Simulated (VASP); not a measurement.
# ScAl (Pm-3m) in VASP: notebook, part 2 of 3

VASP 6.6.1. Earlier steps stand in the parts before.

## Step 3: Single point, PBEsol

This run uses another cell than the first one, of 18.76 Å³/atom, 1.032 times its volume.

File INCAR:

```
SYSTEM = ScAl
  PREC = Accurate
  ENCUT = 520
  EDIFF = 1E-7
  ISMEAR = -1
  SIGMA = 0.1
  LREAL = .FALSE.
  LASPH = .TRUE.
  NELM = 80
  ALGO = Normal
  ISIF = 2
  LWAVE = .FALSE.
  LCHARG = .FALSE.
  GGA = PS
  NBANDS = 14
```

File KPOINTS:

```
regular mesh
0
G
  9 9 9
  0 0 0
```

File POSCAR:

```
ScAl
1.0
    3.3477284967      0.0000000000      0.0000000000
    0.0000000000      3.3477284967      0.0000000000
    0.0000000000      0.0000000000      3.3477284967
Sc Al
1 1
Direct
    0.5000000000      0.5000000000      0.5000000000
    0.0000000000      0.0000000000      0.0000000000
```

Potentials or basis: VASP PAW PBE potentials, release 64 (Sc_sv, Al).

Launch:

```sh
cat potpaw_PBE.64/Sc_sv/POTCAR potpaw_PBE.64/Al/POTCAR > POTCAR
mpirun -np 1 vasp_std > vasp.out
```

OUTCAR:

```text
SYSTEM = ScAl
   PREC = Accurate
   ENCUT = 520
   EDIFF = 1E-7
   ISMEAR = -1
   LREAL = .FALSE.
   LASPH = .TRUE.
   NELM = 80
   ISIF = 2
   GGA = PS

 ion  position               nearest neighbor table
   1  0.500  0.500  0.500-   2 2.90   2 2.90   2 2.90   2 2.90   2 2.90   2 2.90   2 2.90   2 2.90

   2  0.000  0.000  0.000-   1 2.90   1 2.90   1 2.90   1 2.90   1 2.90   1 2.90   1 2.90   1 2.90

  LATTYP: Found a simple cubic cell.
 ALAT       =     3.3477284967

  Lattice vectors:

 A1 = (   3.3477284967,   0.0000000000,   0.0000000000)
 A2 = (   0.0000000000,   3.3477284967,   0.0000000000)
 A3 = (   0.0000000000,   0.0000000000,   3.3477284967)

Analysis of symmetry for initial positions (statically):
=====================================================================
 Subroutine PRICEL returns:
 Original cell was already a primitive cell.

 Routine SETGRP: Setting up the symmetry group for a
 simple cubic supercell.

 Subroutine GETGRP returns: Found 48 space group operations
 (whereof 48 operations were pure point group operations)
 out of a pool of 48 trial point group operations.

The static configuration has the point symmetry O_h .

Analysis of symmetry for dynamics (positions and initial velocities):
=====================================================================
 Subroutine PRICEL returns:
 Original cell was already a primitive cell.

 Routine SETGRP: Setting up the symmetry group for a
 simple cubic supercell.

 Subroutine GETGRP returns: Found 48 space group operations
 (whereof 48 operations were pure point group operations)
 out of a pool of 48 trial point group operations.

The dynamic configuration has the point symmetry O_h .

 Subroutine INISYM returns: Found 48 space group operations
 (whereof 48 operations are pure point group operations),
 and found     1 'primitive' translations

----------------------------------------------------------------------------------------

                                     Primitive cell

  volume of cell :      37.5190

  direct lattice vectors                    reciprocal lattice vectors
     3.347728497  0.000000000  0.000000000     0.298710006  0.000000000  0.000000000
     0.000000000  3.347728497  0.000000000     0.000000000  0.298710006  0.000000000
     0.000000000  0.000000000  3.347728497     0.000000000  0.000000000  0.298710006

  length of vectors
     3.347728497  3.347728497  3.347728497     0.298710006  0.298710006  0.298710006

  position of ions in fractional coordinates (direct lattice)
     0.500000000  0.500000000  0.500000000
     0.000000000  0.000000000  0.000000000

  ion indices of the primitive-cell ions
   primitive index   ion index
                 1           1
                 2           2

----------------------------------------------------------------------------------------

 KPOINTS: regular mesh

Automatic generation of k-mesh.
 Grid dimensions read from file:
 generate k-points for:    9    9    9

 Generating k-lattice:

  Cartesian coordinates                     Fractional coordinates (reciprocal lattice)
     0.033190001  0.000000000  0.000000000     0.111111111  0.000000000  0.000000000
     0.000000000  0.033190001  0.000000000     0.000000000  0.111111111  0.000000000
     0.000000000  0.000000000  0.033190001     0.000000000  0.000000000  0.111111111

  Length of vectors
     0.033190001  0.033190001  0.033190001

  Shift w.r.t. Gamma in fractional coordinates (k-lattice)
     0.000000000  0.000000000  0.000000000

 Subroutine IBZKPT returns following result:
 ===========================================

 Found     35 irreducible k-points:

 Following reciprocal coordinates:
            Coordinates               Weight
  0.000000  0.000000  0.000000      1.000000
  0.111111  0.000000  0.000000      6.000000
  0.222222  0.000000  0.000000      6.000000
  0.333333  0.000000  0.000000      6.000000
  0.444444  0.000000  0.000000      6.000000
  0.111111  0.111111  0.000000     12.000000
[... 16 lines left out ...]
  0.333333  0.333333  0.111111     24.000000
  0.444444  0.333333  0.111111     48.000000
 [... further k-points ...]
   k-points           NKPTS =     35   k-points in BZ     NKDIM =     35   number of bands    NBANDS=     14
   number of dos      NEDOS =    301   number of ions     NIONS =      2
   total plane-waves  NPLWV =  21952
   dimension x,y,z NGX =    28 NGY =   28 NGZ =   28
   dimension x,y,z NGXF=    56 NGYF=   56 NGZF=   56
   ions per type =               1   1
   NGX,Y,Z   is equivalent  to a cutoff of  13.90, 13.90, 13.90 a.u.
   NGXF,Y,Z  is equivalent  to a cutoff of  27.81, 27.81, 27.81 a.u.
 SYSTEM =  ScAl
   PREC   = accura    normal or accurate (medium, high low for compatibility)
   ISTART =      0    job   : 0-new  1-cont  2-samecut
   ICHARG =      2    charge: 1-file 2-atom 10-const
   ISPIN  =      1    spin polarized calculation?
   LNONCOLLINEAR =      F non collinear calculations
   LSORBIT =      F    spin-orbit coupling
   LASPH  =      T    aspherical Exc in radial PAW
   ENCUT  =  520.0 eV  38.22 Ry    6.18 a.u.   6.22  6.22  6.22*2*pi/ulx,y,z
   NELM   =     80;   NELMIN=  2; NELMDL= -5     # of ELM steps
   EDIFF  = 0.1E-06   stopping-criterion for ELM
   LREAL  =      F    real-space projection
   EDIFFG = 0.1E-05   stopping-criterion for IOM
   NSW    =      0    number of steps for IOM
   IBRION =     -1    ionic relax: 0-MD 1-quasi-New 2-CG
   NFREE  =      0    steps in history (QN), initial steepest desc. (CG)
   ISIF   =      2    stress and relaxation
   ISYM   =      2    0-nonsym 1-usesym 2-fastsym
   POTIM  = 0.5000    time-step for ionic-motion
   TEBEG  =    0.0;   TEEND  =   0.0 temperature during run
   PSTRESS=    0.0 pullay stress
   NELECT =      14.0000    total number of electrons
   NUPDOWN=      -1.0000    fix difference up-down
   EMIN   =  10.00;   EMAX   =-10.00  energy-range for DOS
   EFERMI =   0.00;   METHOD = LEGACY
   ISMEAR =    -1;   SIGMA  =   0.10  broadening in eV -4-tet -1-fermi 0-gaus
   EFERMI_NEDOS =   21; number of points for ismear=-14 and -15
   IALGO  =     38    algorithm
   IMIX   =      4    mixing-type and parameters
     AMIX     =   0.40;   BMIX     =  1.00
     AMIX_MAG =   1.60;   BMIX_MAG =  1.00
  volume/ion in A,a.u.               =      18.76       126.60
  Fermi-wavevector in a.u.,A,eV,Ry     =   1.178602  2.227235 18.899899  1.389103
  Thomas-Fermi vector in A             =   2.314928
   LORBIT       =      0    0 simple, 1 ext, 2 COOP (PROOUT), +10 PAW based schemes
   GGA     = PS    functional components
   LHFCALC =     F    Hartree Fock is set to
   AEXX    =    0.0000 exact exchange contribution
   IVDW    =     0    specifies the selected vdW correction
   LEPSILON=     F    determine dielectric tensor
   LRPA    =     F    only Hartree local field effects (RPA)
 non-spin polarized calculation
  energy-cutoff  :      520.00
  volume of cell :       37.52
 maximum number of plane-waves:      1021
 NGX is ok and might be reduce to    28
   NGX = 13   NGY = 13   NGZ = 13

 number of electron      14.0000002 magnetization

 Free energy of the ion-electron system (eV)
  ---------------------------------------------------
  ext. energy  EPLUGINS =         0.00000000
  ---------------------------------------------------
  free energy    TOTEN  =       -11.63870266 eV

  energy without entropy =      -11.61090875  energy(sigma->0) =      -11.62480570

 E-fermi :   6.1462     XC(G=0): -10.4892

 val. band max:        6.0964524325   @ k =   0.3333   0.0000   0.0000
 cond. band min:       6.1771365004   @ k =   0.4444   0.1111   0.1111
 fundamental gap:      0.0806840679
 Fermi energy:         6.1462148960

 k-point     1 :       0.0000    0.0000    0.0000
  band No.  band energies     occupation
      1     -43.0327      2.00000
      2     -21.7087      2.00000
      3     -21.7087      2.00000
      4     -21.7087      2.00000
      5      -2.4094      2.00000
      6       5.4233      1.99855
      7       5.4233      1.99855
      8       8.9031      0.00000
      9       8.9031      0.00000
     10       8.9031      0.00000
     11       9.9508      0.00000
     12       9.9508      0.00000
     13       9.9508      0.00000
     14      14.8656      0.00000
[... 375 lines left out ...]
 k-point    24 :       0.4444    0.3333    0.1111
  band No.  band energies     occupation
      1     -43.0029      2.00000
      2     -21.8742      2.00000
      3     -21.8278      2.00000
      4     -21.6997      2.00000
      5       1.0674      2.00000
      6       3.3363      2.00000
      7       4.7248      2.00000
      8       6.4108      0.13253
      9       7.5401      0.00000
     10       7.8581      0.00000
     11       9.9746      0.00000
     12      10.9396      0.00000
     13      11.8879      0.00000
     14      13.1062      0.00000

 [... further k-points ...]
[... 5 lines left out ...]
  --------------------------------------------------------------------------------------
  -------------------------------------------------------------------------------------
  Total       -0.0133351     -0.0133351     -0.0133351     -0.0000000      0.0000000      0.0000000
  in kB       -0.5694519     -0.5694519     -0.5694519     -0.0000000      0.0000000      0.0000000
  external PRESSURE =      -0.5694519 kB  Pullay stress =       0.0000000 kB

 VOLUME and BASIS-vectors are now :
 -----------------------------------------------------------------------------
  energy-cutoff  :      520.00
  volume of cell :       37.52
      direct lattice vectors                 reciprocal lattice vectors
     3.347728497  0.000000000  0.000000000     0.298710006  0.000000000  0.000000000
     0.000000000  3.347728497  0.000000000     0.000000000  0.298710006  0.000000000
     0.000000000  0.000000000  3.347728497     0.000000000  0.000000000  0.298710006

 POSITION                                       TOTAL-FORCE (eV/Angst)
 -----------------------------------------------------------------------------------
      1.67386      1.67386      1.67386         0.000000      0.000000      0.000000
      0.00000      0.00000      0.00000         0.000000      0.000000      0.000000
 -----------------------------------------------------------------------------------
    total drift:                                0.000000      0.000000      0.000000

  FREE ENERGIE OF THE ION-ELECTRON SYSTEM (eV)
  ---------------------------------------------------
  free  energy   TOTEN  =       -11.6387026583 eV

  energy  without entropy=      -11.6109087513  energy(sigma->0) =      -11.62480570
```

stdout:

```text
POSCAR found type information on POSCAR ScAl
 POSCAR found :  2 types and       2 ions
 scaLAPACK will be used
 -----------------------------------------------------------------------------
|                                                                             |
|                                                                             |
|     You enforced a specific xc type in the INCAR file but a different       |
|     I HOPE YOU KNOW WHAT YOU ARE DOING!                                     |
|                                                                             |
 -----------------------------------------------------------------------------

 LDA part: xc-table for (Slater+PW92), standard interpolation
 POSCAR, INCAR and KPOINTS ok, starting setup
 FFT: planning ... GRIDC
 FFT: planning ... GRID_SOFT
 FFT: planning ... GRID
 WAVECAR not read
 entering main loop
```

It took 19 s on 1 thread of Intel Xeon 6975P-C (Granite Rapids), shared host; peak memory 0.16 GiB.

What came out:

```yaml
Free_energy: -11.6387 eV
Pressure: -0.1 GPa
Band_gap_on_the_k_mesh: zero (band 7 reaches 6.35 eV, above the bottom of band 8 at 5.68 eV)
```

Levels at points of the mesh, in eV from the Fermi level:
| k point | band 4 | band 5 | band 6 | band 7 | band 8 | band 9 | band 10 | band 11 |
| --- | --- | --- | --- | --- | --- | --- | --- | --- |
| (0.00, 0.00, 0.00) | -27.85 | -8.56 | -0.72 | -0.72 | 2.76 | 2.76 | 2.76 | 3.80 |

Caveat: the PAW data sets were made with another functional, which shifts forces and pressure a little.

## Step 4: Single point, PBEsol

This run uses another cell than the first one, of 19.33 Å³/atom, 1.063 times its volume.

File INCAR:

```
SYSTEM = ScAl
PREC = Accurate ; ENCUT = 520
EDIFF = 1E-6 ; ISMEAR = -1
SIGMA = 0.1 ; LREAL = .False.
LASPH = .True. ; NELM = 80
ALGO = Normal ; ISIF = 2
LWAVE = .False. ; LCHARG = .True.
GGA = PS ; LELF = .True.
LVHAR = .True. ; NBANDS = 14
```

File KPOINTS:

```
regular mesh
0
Gamma
  9 9 9
  0 0 0
```

File POSCAR:

```
ScAl
1.0
    3.3815462249      0.0000000000      0.0000000000
    0.0000000000      3.3815462249      0.0000000000
    0.0000000000      0.0000000000      3.3815462249
Sc Al
1 1
Direct
    0.5000000000      0.5000000000      0.5000000000
    0.0000000000      0.0000000000      0.0000000000
```

Launch:

```sh
cat potpaw_PBE.64/Sc_sv/POTCAR potpaw_PBE.64/Al/POTCAR > POTCAR
mpirun -np 1 vasp_std > vasp.out
```

Wall time 20 s (1 thread of Intel Xeon 6975P-C (Granite Rapids), shared host); peak memory 0.16 GiB.

Results (log left out):

| Item | Value |
| --- | --- |
| Free energy | -11.6304 eV |
| Pressure | -2.3 GPa |
| Band gap on the k mesh | zero (band 7 reaches 6.12 eV, above the bottom of band 8 at 5.45 eV) |

Levels at points of the mesh, in eV from the Fermi level:
```
           k point  band 4  band 5  band 6  band 7  band 8  band 9  band 10  band 11
(0.00, 0.00, 0.00)  -27.94   -8.44   -0.67   -0.67    2.67    2.67     2.67     3.68
```

Caveat: the PAW data sets were made with another functional, which shifts forces and pressure a little.

[end of part 2 of 3]
